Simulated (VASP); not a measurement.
# TePb: single point with PBE

Crystal: TePb.

```xyz
2
Lattice="0.0000 3.3186 3.3186 3.3186 0.0000 3.3186 3.3186 3.3186 0.0000" Properties=species:S:1:pos:R:3 pbc="T T T"
Te    3.3186    3.3186    3.3186
Pb    0.0000    0.0000    0.0000
```

This cell differs from its parent crystal: volume scaled by 1.03.

```
Program             : VASP 6.6.1
Task                : single point
Functional          : PBE
Potentials or basis : VASP PAW PBE potentials, release 64 (Te, Pb_d)
Cutoff              : 520 eV
k mesh              : 8 × 8 × 8
Occupations         : gaussian, width 0.02 eV
Spin                : no spin polarisation
```

| Quantity | Value |
| --- | --- |
| Pressure | -1.1 GPa |
| Band gap on the k mesh | 0.88 eV, direct |

Levels at points of the mesh, in eV from the valence-band top:
| k point | band 7 | band 8 | band 9 | band 10 | band 11 | band 12 | band 13 | band 14 |
| --- | --- | --- | --- | --- | --- | --- | --- | --- |
| (0.00, 0.00, 0.00) | -5.78 | -1.04 | -1.04 | -1.04 | 3.99 | 3.99 | 3.99 | 5.98 |
| (0.50, 0.00, 0.00) | -8.19 | -0.64 | -0.64 | 0.00 | 0.88 | 1.46 | 1.46 | 8.31 |
| (0.50, 0.50, 0.00) | -7.18 | -3.88 | -2.35 | -2.35 | 3.64 | 5.19 | 5.19 | 6.26 |

It took 15 s on 1 thread of Intel(R) Xeon(R) 6975P-C (Granite Rapids), on a shared host, peak memory 0.21 GiB.

Caveat: spin-orbit coupling is left out, which moves the levels of the heavy elements. A k mesh can miss the band edges.
